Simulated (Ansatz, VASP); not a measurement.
**One calculation of Zr, two programs**

Contents of INCAR:

```
ALGO = Normal
EDIFF = 1E-7
ENCUT = 520
GGA = PE
ISIF = 2
ISMEAR = -1
LASPH = T
LCHARG = F
LREAL = F
LWAVE = F
NBANDS = 12
NELM = 60
PREC = Accurate
SIGMA = 0.1
```

The input KPOINTS:

```
k-points
0
Gamma
  16 16 14
```

POSCAR

```
Zr
1.0
    2.7770884769      0.0000000000      0.0000000000
   -1.3885442384      2.4050291696      0.0000000000
    0.0000000000      0.0000000000      2.7160275497
Zr
1
Direct
    0.0000000000      0.0000000000      0.0000000000
```

Input for Ansatz:

```yaml
crystal:
  lattice:
    - [2.7770884769, 0.0, 0.0]
    - [-1.3885442384, 2.4050291696, 0.0]
    - [0.0, 0.0, 2.7160275497]
  atoms:
    - { symbol: Zr, position: [0.0, 0.0, 0.0] }
kpoints:
  mp_grid: { grid: [16, 16, 14] }
scf:
  occupations: { method: fermi_dirac, width: 0.1 }
hamiltonian:
  xc: pbe
  pseudopotentials: { kind: all_electron, lapw: { basis_error: 0.001 } }
output:
  forces: true
  stress: true
  eigenvalues: true
  populations: true
```

Change from the starting cell: volume scaled by 0.76, LAPW.

Alike in both runs: task single point; functional PBE; k mesh 16 × 16 × 14; occupations fermi-dirac, width 0.1 eV; no spin polarisation.

|  | VASP | Ansatz |
| --- | --- | --- |
| version | VASP 6.6.1 | Ansatz 0.2.0 |
| potentials or method | VASP PAW PBE potentials, release 64 (Zr_sv), cutoff 520 eV | all-electron LAPW, scalar-relativistic |

|  | VASP | Ansatz | Ansatz less VASP |
| --- | --- | --- | --- |
| pressure (GPa) | 35.5 | 35.3 | -0.15 |

Both programs put the cell under a high pressure, so it lies far from rest at this level. Ansatz ran all-electron here, and VASP with PAW potentials.
